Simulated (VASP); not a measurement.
Rh: single point with PBE+D3(BJ)

Crystal: Rh.

```
Rh
1.0
     0.00000    1.89674    1.89674
     1.89674    0.00000    1.89674
     1.89674    1.89674    0.00000
Rh
1
Direct
  0.00000 0.00000 0.00000
```

```json
{"Program": "VASP 6.6.1", "Task": "single point", "Functional": "PBE", "Dispersion": "D3(BJ)", "Potentials or basis": "VASP PAW PBE potentials, release 64 (Rh_pv)", "Cutoff": "520 eV", "k mesh": "18 × 18 × 18", "Occupations": "gaussian, width 0.1 eV", "Spin": "no spin polarisation"}
```

```
Pressure                   : 0.0 GPa
Dispersion energy per atom : -0.652 eV
```

Levels at points of the mesh, in eV from the Fermi level:
| k point | band 5 | band 6 | band 7 | band 8 | band 9 | band 10 |
| --- | --- | --- | --- | --- | --- | --- |
| (0.00, 0.00, 0.00) | -3.12 | -3.12 | -3.12 | -1.01 | -1.01 | 15.99 |
| (0.50, 0.00, 0.00) | -3.20 | -3.20 | 0.57 | 0.57 | 0.72 | 8.71 |
| (0.50, 0.50, 0.00) | -6.02 | 0.54 | 0.99 | 0.99 | 3.27 | 12.36 |

It took 15 s on 1 thread of Intel(R) Xeon(R) 6975P-C (Granite Rapids), with other jobs on the host, peak memory 0.15 GiB.

Caveat: pairwise dispersion overbinds metals, which lowers pressure and volume.
